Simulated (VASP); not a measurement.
Runs of VASP 6.6.1 on Al2O3. The structure is that of space group P-3m1 (No. 164), or close to it. The cells are those of the table. 

```tsv
cell	gap on the mesh (eV)	pressure (GPa)	largest force (eV/Å)
a = 2.897, b = 2.897, c = 7.272 Å, angles 90.0, 90.0, 120.0°, 5 atoms	3.09	16.1	1.21
a = 2.897, b = 2.897, c = 7.878 Å, angles 90.0, 90.0, 120.0°, 5 atoms	1.60	-1.3	2.37
a = 2.776, b = 2.776, c = 8.181 Å, angles 90.0, 90.0, 120.0°, 5 atoms	0.88	10.6	4.42
a = 2.776, b = 2.776, c = 6.969 Å, angles 90.0, 90.0, 120.0°, 5 atoms	(b)	55.5	3.00
a = 2.897, b = 2.897, c = 6.969 Å, angles 90.0, 90.0, 120.0°, 5 atoms	3.86	(a)	4.34
a = 2.776, b = 2.776, c = 7.272 Å, angles 90.0, 90.0, 120.0°, 5 atoms	3.26	39.0	1.92
a = 2.897, b = 2.897, c = 8.181 Å, angles 90.0, 90.0, 120.0°, 5 atoms	0.91	-6.6	3.24
a = 3.017, b = 3.017, c = 7.272 Å, angles 90.0, 90.0, 120.0°, 5 atoms	2.89	0.8	2.07
a = 2.776, b = 2.776, c = 7.878 Å, angles 90.0, 90.0, 120.0°, 5 atoms	1.63	17.4	3.61
a = 2.776, b = 2.776, c = 7.575 Å, angles 90.0, 90.0, 120.0°, 5 atoms	2.43	26.7	2.23
a = 3.017, b = 3.017, c = 6.969 Å, angles 90.0, 90.0, 120.0°, 5 atoms	3.61	12.6	5.22
a = 2.897, b = 2.897, c = 7.575 Å, angles 90.0, 90.0, 120.0°, 5 atoms	2.33	6.0	0.95
```

Alike in all rows: task single point; level LDA; potentials or basis VASP PAW LDA potentials, release 64 (Al, O); no spin polarisation; k mesh 12 × 12 × 4; cutoff (eV) 520; smearing gaussian 0.05 eV.

Q: Fill in the values left out.

A: (a) 29.9; (b) 4.11.

Caveats: forces of over 1 eV/Å act on the atoms, so gaps and moduli don't describe the material at rest (at least some runs); the cell stands under pressure (at least some runs); the cell stands under tension (at least some runs).

A k mesh can miss the band edges.
